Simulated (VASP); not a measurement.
**Mo: relaxation of cell and atoms with LDA**

Mo:

```
Mo
1.0
    -1.49292    1.49292    1.49292
     1.49292   -1.49292    1.49292
     1.49292    1.49292   -1.49292
Mo
1
Direct
  0.00000 0.00000 0.00000
```

```json
{"Program": "VASP 6.6.1", "Task": "relaxation of cell and atoms", "Functional": "LDA", "Potentials or basis": "VASP PAW LDA potentials, release 64 (Mo_sv)", "Cutoff": "500 eV", "k mesh": "20 × 20 × 20", "Occupations": "gaussian, width 0.1 eV", "Spin": "no spin polarisation", "Target pressure": "45 GPa", "Dipole correction": "no", "Further INCAR settings": "ALGO = Normal; EDIFF = 1e-07; IBRION = 2; EDIFFG = -0.002; NSW = 100; ISIF = 3"}
```

```yaml
Relaxed_volume: 13.40 Å³/atom
Relaxed_cell: a = 2.592 Å, b = 2.592 Å, c = 2.592 Å, α = 109.47°, β = 109.47°, γ = 109.47°
Space_group_after_relaxing_to_0.05_Å: Im-3m (No. 229)
Energy_change_on_relaxing_the_enthalpy_is_what_falls: -27.1 meV/atom
Ionic_steps: 4
Pressure_after_relaxing: 45.0 GPa
Band_gap_on_the_k_mesh: zero (band 7 reaches 20.09 eV, above the bottom of band 8 at 13.41 eV)
```

Step by step:
```
step  energy change (eV)  largest force (eV/Å)  pressure (GPa)  volume (Å³)
   1              0.0000                0.0000           48.28        13.31
   2             -0.1306                0.0000           30.93        13.84
   3             -0.0276                0.0000           44.96        13.40
   4             -0.0271                0.0000           45.01        13.40
```

Final structure:
```
CELL_PARAMETERS angstrom
-1.49638 1.49638 1.49638
1.49638 -1.49638 1.49638
1.49638 1.49638 -1.49638
ATOMIC_POSITIONS crystal
Mo 0.00000 0.00000 0.00000
```

Levels at points of the mesh, in eV from the Fermi level:
| k point | band 4 | band 5 | band 6 | band 7 | band 8 | band 9 | band 10 | band 11 |
| --- | --- | --- | --- | --- | --- | --- | --- | --- |
| (0.00, 0.00, 0.00) | -34.07 | -7.70 | -1.77 | -1.77 | -1.77 | 1.85 | 1.85 | 14.93 |
| (0.50, 0.00, 0.00) | -34.10 | -6.39 | -4.29 | 2.00 | 2.37 | 2.76 | 5.91 | 12.17 |
| (0.50, 0.50, 0.50) | -35.60 | -6.83 | -6.83 | 4.90 | 4.90 | 4.90 | 10.31 | 10.31 |

Wall time 44 s on 1 thread of AMD EPYC 9R45 96-Core Processor (Zen 5), on a shared host, peak memory 0.12 GiB.

Caveat: the cell is relaxed towards a set pressure, so the enthalpy falls and the energy may rise.
